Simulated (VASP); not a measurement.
Wanted: the native input for a VASP 6.6.1 run.

```yaml
Task: single point
Functional: RPBE
Potentials_or_basis: VASP PAW PBE potentials, release 64 (Co)
Cutoff: 520 eV
k_mesh: 17 × 17 × 17
Occupations: fermi-dirac, width 0.05 eV
Spin: collinear spin, ferromagnetic start
Starting_moments: "[1.88] μB"
Dipole_correction: no
Further_INCAR_settings: ALGO = Normal; EDIFF = 1e-06; NBANDS = 14
```

The structure of Co lies in POSCAR:

```
Co
1.0
   -1.3809812630      1.3809812630      1.3809812630
    1.3809812630     -1.3809812630      1.3809812630
    1.3809812630      1.3809812630     -1.3809812630
Co
1
Direct
    0.0000000000      0.0000000000      0.0000000000
```

This isn't the form of Co at room conditions, which is hcp.

These files were run (other wordings do the same):

INCAR

```
ALGO = Normal
EDIFF = 1E-6
ENCUT = 520
GGA = RP
ISIF = 2
ISMEAR = -1
ISPIN = 2
LASPH = True
LCHARG = False
LMAXMIX = 4
LORBIT = 11
LREAL = False
LWAVE = False
MAGMOM = 1.88
NBANDS = 14
NELM = 150
PREC = Accurate
SIGMA = 0.05
```

KPOINTS

```
k-points
0
Gamma
  17 17 17
```

Potentials or basis: VASP PAW PBE potentials, release 64 (Co).

Command:

```bash
$ cat potpaw_PBE.64/Co/POTCAR > POTCAR
$ mpirun -np 1 vasp_std > vasp.out
```

Results of the run:

```json
{
 "Pressure": "17.5 GPa",
 "Net moment": "1.73 μB per cell",
 "Site moments": "Co +1.75 μB",
 "Valence electrons inside the program's atomic spheres": "Co 8.33"
}
```

Caveat: the cell stands under pressure; the PAW data sets were made with another functional, which shifts forces and pressure a little.

Run time: 88 s on 1 thread of Intel Xeon 8259CL, on a shared host, peak memory 0.16 GiB.
